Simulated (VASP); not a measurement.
# Li2Pd (P-1) in VASP: electric field gradients with LDA

Aim: the electric field gradients of Li2Pd with LDA.

Everything below comes from runs of VASP 6.6.1. Logs are shortened: lines on timing, memory, paths and dates and some standing lists are left out, and cuts for length are marked.

## Step 1: The cell of the first run

The typed cell holds 3 atoms: a = 4.227 Å, b = 4.245 Å, c = 2.732 Å, α = 90.21°, β = 90.57°, γ = 120.43°.

## Step 2: Electric field gradients, LDA (equal xy, yz and zx shear strains of -1 %)

INCAR

```
PREC = Accurate ; ENCUT = 520
EDIFF = 1E-8 ; ISMEAR = -1
SIGMA = 0.08 ; LREAL = F
LASPH = T ; NELM = 80
ALGO = Normal ; ISIF = 2
LWAVE = F ; LCHARG = F
GGA = CA ; LEFG = T
NBANDS = 15
```

KPOINTS

```
regular mesh
0
Gamma
  11 11 15
```

POSCAR

```
Li2Pd
1.0
    4.2267001844     -0.0211335009     -0.0211335009
   -2.1316522409      3.6709964844     -0.0077353982
   -0.0136595000     -0.0136595000      2.7319000000
Li Pd
2 1
Direct
    0.3333333333      0.6666666667      0.5000000000
    0.6666666667      0.3333333333      0.5000000000
    0.0000000000      0.0000000000      0.0000000000
```

Potentials or basis: VASP PAW LDA potentials, release 64 (Li_sv, Pd).

Launch:

```sh
cat potpaw_LDA.64/Li_sv/POTCAR potpaw_LDA.64/Pd/POTCAR > POTCAR
mpirun -np 1 vasp_std > vasp.out
```

OUTCAR:

```text
PREC = Accurate
   ENCUT = 520
   EDIFF = 1E-8
   ISMEAR = -1
   LREAL = F
   LASPH = T
   NELM = 80
   ISIF = 2
   GGA = CA

 ion  position               nearest neighbor table
   1  0.333  0.667  0.500-   2 2.43   2 2.44   2 2.45   3 2.77   3 2.78   3 2.80   3 2.80   3 2.81
                             3 2.81
   2  0.667  0.333  0.500-   1 2.43   1 2.44   1 2.45   3 2.77   3 2.78   3 2.80   3 2.80   3 2.81
                             3 2.81
   3  0.000  0.000  0.000-   2 2.77   1 2.77   2 2.78   1 2.78   1 2.80   2 2.80   1 2.80   2 2.80
                             2 2.81   1 2.81   1 2.81   2 2.81

  LATTYP: Found a triclinic cell.
 ALAT       =     4.2085103181
 B/A-ratio  =     1.0086758049
 C/A-ratio  =     0.6491532847
 COS(alpha) =     0.0036352536
 COS(beta)  =     0.0136846555
 COS(gamma) =     0.5000186556

  Lattice vectors:

 A1 = (  -2.0950479435,  -3.6498629835,   0.0288688991)
 A2 = (   2.1316522409,  -3.6709964844,   0.0077353982)
 A3 = (  -0.0136595000,  -0.0136595000,   2.7319000000)

Analysis of symmetry for initial positions (statically):
=====================================================================
 Subroutine PRICEL returns:
 Original cell was already a primitive cell.

 Routine SETGRP: Setting up the symmetry group for a
 triclinic supercell.

 Subroutine GETGRP returns: Found  2 space group operations
 (whereof  2 operations were pure point group operations)
 out of a pool of  2 trial point group operations.

The static configuration has the point symmetry S_2 .

Analysis of symmetry for dynamics (positions and initial velocities):
=====================================================================
 Subroutine PRICEL returns:
 Original cell was already a primitive cell.

 Routine SETGRP: Setting up the symmetry group for a
 triclinic supercell.

 Subroutine GETGRP returns: Found  2 space group operations
 (whereof  2 operations were pure point group operations)
 out of a pool of  2 trial point group operations.

The dynamic configuration has the point symmetry S_2 .

 Subroutine INISYM returns: Found  2 space group operations
 (whereof  2 operations are pure point group operations),
 and found     1 'primitive' translations

----------------------------------------------------------------------------------------

                                     Primitive cell

  volume of cell :      42.2635

  direct lattice vectors                    reciprocal lattice vectors
     4.226700184 -0.021133501 -0.021133501     0.237289520  0.137791808  0.001875407
    -2.131652241  3.670996484 -0.007735398     0.001372893  0.273205696  0.001372893
    -0.013659500 -0.013659500  2.731900000     0.001839518  0.001839518  0.366064004

  length of vectors
     4.226805851  4.245022532  2.731968297     0.274401924  0.273212595  0.366073248

  position of ions in fractional coordinates (direct lattice)
     0.333333333  0.666666667  0.500000000
     0.666666667  0.333333333  0.500000000
     0.000000000  0.000000000  0.000000000

  ion indices of the primitive-cell ions
   primitive index   ion index
                 1           1
                 2           2
                 3           3

----------------------------------------------------------------------------------------

 KPOINTS: regular mesh

Automatic generation of k-mesh.
 Grid dimensions read from file:
 generate k-points for:   11   11   15

 Generating k-lattice:

  Cartesian coordinates                     Fractional coordinates (reciprocal lattice)
     0.021571775  0.012526528  0.000170492     0.090909091 -0.000000000  0.000000000
     0.000124808  0.024836881  0.000124808     0.000000000  0.090909091  0.000000000
     0.000122635  0.000122635  0.024404267     0.000000000 -0.000000000  0.066666667

  Length of vectors
     0.024945629  0.024837509  0.024404883

  Shift w.r.t. Gamma in fractional coordinates (k-lattice)
[... 47 lines left out ...]
   LNONCOLLINEAR =      F non collinear calculations
   LSORBIT =      F    spin-orbit coupling
   LASPH  =      T    aspherical Exc in radial PAW
   ENCUT  =  520.0 eV  38.22 Ry    6.18 a.u.   7.86  7.89  5.08*2*pi/ulx,y,z
   NELM   =     80;   NELMIN=  2; NELMDL= -5     # of ELM steps
   EDIFF  = 0.1E-07   stopping-criterion for ELM
   LREAL  =      F    real-space projection
   EDIFFG = 0.1E-06   stopping-criterion for IOM
   NSW    =      0    number of steps for IOM
   IBRION =     -1    ionic relax: 0-MD 1-quasi-New 2-CG
   NFREE  =      0    steps in history (QN), initial steepest desc. (CG)
   ISIF   =      2    stress and relaxation
   ISYM   =      2    0-nonsym 1-usesym 2-fastsym
   POTIM  = 0.5000    time-step for ionic-motion
   TEBEG  =    0.0;   TEEND  =   0.0 temperature during run
   PSTRESS=    0.0 pullay stress
   NELECT =      16.0000    total number of electrons
   NUPDOWN=      -1.0000    fix difference up-down
   EMIN   =  10.00;   EMAX   =-10.00  energy-range for DOS
   EFERMI =   0.00;   METHOD = LEGACY
   ISMEAR =    -1;   SIGMA  =   0.08  broadening in eV -4-tet -1-fermi 0-gaus
   EFERMI_NEDOS =   21; number of points for ismear=-14 and -15
   IALGO  =     38    algorithm
   IMIX   =      4    mixing-type and parameters
     AMIX     =   0.40;   BMIX     =  1.00
     AMIX_MAG =   1.60;   BMIX_MAG =  1.00
  volume/ion in A,a.u.               =      14.09        95.07
  Fermi-wavevector in a.u.,A,eV,Ry     =   1.184294  2.237992 19.082890  1.402553
  Thomas-Fermi vector in A             =   2.320511
   LORBIT       =      0    0 simple, 1 ext, 2 COOP (PROOUT), +10 PAW based schemes
   GGA     = CA    functional components
   LHFCALC =     F    Hartree Fock is set to
   AEXX    =    0.0000 exact exchange contribution
   IVDW    =     0    specifies the selected vdW correction
   LEPSILON=     F    determine dielectric tensor
   LRPA    =     F    only Hartree local field effects (RPA)
 non-spin polarized calculation
  energy-cutoff  :      520.00
  volume of cell :       42.26
 maximum number of plane-waves:      1155
   NGX = 15   NGY = 15   NGZ = 11

 number of electron      16.0000001 magnetization

 Free energy of the ion-electron system (eV)
  ---------------------------------------------------
  ext. energy  EPLUGINS =         0.00000000
  ---------------------------------------------------
  free energy    TOTEN  =       -11.64752826 eV

  energy without entropy =      -11.63292810  energy(sigma->0) =      -11.64022818

 E-fermi :   4.3513     XC(G=0): -10.0913

 val. band max:        4.3328006748   @ k =   0.3636   0.0909   0.4000
 cond. band min:       4.3751787301   @ k =  -0.4545  -0.0000   0.4000
 fundamental gap:      0.0423780552
 Fermi energy:         4.3513004600

 k-point     1 :       0.0000    0.0000    0.0000
  band No.  band energies     occupation
      1     -40.5273      2.00000
      2     -40.4214      2.00000
      3      -0.7455      2.00000
      4       0.7613      2.00000
      5       1.4466      2.00000
      6       1.4689      2.00000
      7       3.2854      2.00000
      8       3.2862      2.00000
      9       8.4594      0.00000
     10       8.5518      0.00000
     11       9.8583      0.00000
     12       9.8805      0.00000
     13      13.4327      0.00000
     14      14.6601      0.00000
[... 401 lines left out ...]
      2     -40.4520      2.00000
      3      -0.0231      2.00000
      4       1.2170      2.00000
      5       1.5569      2.00000
      6       2.2551      2.00000
      7       3.2142      2.00000
      8       3.2580      2.00000
      9       3.9040      1.99257
     10       5.0792      0.00022
     11      12.1059      0.00000
     12      13.8124      0.00000
     13      17.0998      0.00000
     14      17.4812      0.00000
     15      17.7907      0.00000

 [... further k-points ...]

------------------------ aborting loop because EDIFF is reached ----------------------------------------

  FORCE on cell =-STRESS in cart. coord.  units (eV):
  Direction    XX          YY          ZZ          XY          YZ          ZX
  --------------------------------------------------------------------------------------
  -------------------------------------------------------------------------------------
  Total       -1.0242006     -1.0260939     -1.8379201      0.0717339      0.0349561      0.0349827
  in kB      -38.8266559    -38.8984298    -69.6741345      2.7193750      1.3251594      1.3261656
  external PRESSURE =     -49.1330734 kB  Pullay stress =       0.0000000 kB

 VOLUME and BASIS-vectors are now :
 -----------------------------------------------------------------------------
  energy-cutoff  :      520.00
  volume of cell :       42.26
      direct lattice vectors                 reciprocal lattice vectors
     4.226700184 -0.021133501 -0.021133501     0.237289520  0.137791808  0.001875407
    -2.131652241  3.670996484 -0.007735398     0.001372893  0.273205696  0.001372893
    -0.013659500 -0.013659500  2.731900000     0.001839518  0.001839518  0.366064004

 POSITION                                       TOTAL-FORCE (eV/Angst)
 -----------------------------------------------------------------------------------
     -0.01903      2.43346      1.35375         0.023780     -0.000005     -0.000474
      2.10042      1.20275      1.34928        -0.023780      0.000005      0.000474
      0.00000      0.00000      0.00000        -0.000000      0.000000      0.000000
 -----------------------------------------------------------------------------------
    total drift:                                0.000000     -0.000000     -0.000000

  FREE ENERGIE OF THE ION-ELECTRON SYSTEM (eV)
  ---------------------------------------------------
  free  energy   TOTEN  =       -11.6475282576 eV

  energy  without entropy=      -11.6329280990  energy(sigma->0) =      -11.64022818

 Electric field gradients (V/A^2)
---------------------------------------------------------------------
 ion       V_xx      V_yy      V_zz      V_xy      V_xz      V_yz
---------------------------------------------------------------------
   1      -0.015    -0.018     0.033     0.022    -0.009    -0.009
   2      -0.015    -0.018     0.033     0.022    -0.009    -0.009
   3      40.277    40.238   -80.514     0.303     1.068     1.068
---------------------------------------------------------------------

 Electric field gradients after diagonalization (V/A^2)
 (convention: |V_zz| > |V_xx| > |V_yy|)
----------------------------------------------------------------------
 ion       V_xx      V_yy      V_zz     asymmetry (V_yy - V_xx)/ V_zz
----------------------------------------------------------------------
   1       0.038     0.001    -0.039       0.952
   2       0.038     0.001    -0.039       0.952
   3      40.579    39.954   -80.533       0.008
----------------------------------------------------------------------

           NMR quadrupolar parameters

 Cq : quadrupolar parameter    Cq=e*Q*V_zz/h
 eta: asymmetry parameters     (V_yy - V_xx)/ V_zz
 Q  : nuclear electric quadrupole moment in mb (millibarn)
----------------------------------------------------------------------
 ion       Cq(MHz)       eta       Q (mb)
----------------------------------------------------------------------
   1      -0.000       0.952       1.000
   2      -0.000       0.952       1.000
   3      -0.195       0.008       1.000
----------------------------------------------------------------------
```

Run time: 8.5 min. Hardware: 1 thread of Intel Xeon 8259CL, shared host; peak memory 0.6 GiB.

Results:

* Free energy: -11.6475 eV
* Largest force: 0.024 eV/Å
* Band gap on the k mesh: zero (bands 8 and 9 overlap by 2.31 eV)
* Largest electric field gradient by atom: Li -0.0; Pd -80.5 V/Å²

Forces on the atoms (eV/Å):
```
Li   0.024  0.000  0.000
Li  -0.024  0.000  0.000
Pd   0.000  0.000  0.000
```

Electric field gradients, principal values (V/Å²):
| atom | least | middle | greatest (by size) |
| --- | --- | --- | --- |
| 1 Li | 0.001 | 0.038 | -0.039 |
| 2 Li | 0.001 | 0.038 | -0.039 |
| 3 Pd | 39.954 | 40.579 | -80.533 |

Caveat: the cell differs from its parent crystal (equal xy, yz and zx shear strains of -1 %); the cutoff is under 1.25 times the usual one of these potentials, so pressure, stress and relaxed cells hold a basis-set (Pulay) error; without QUAD_EFG the Cq values of the log hold for a quadrupole moment of 1 mb, not for the nuclei.

The gap in the log of VASP goes by the Fermi energy; the results here count the filled bands.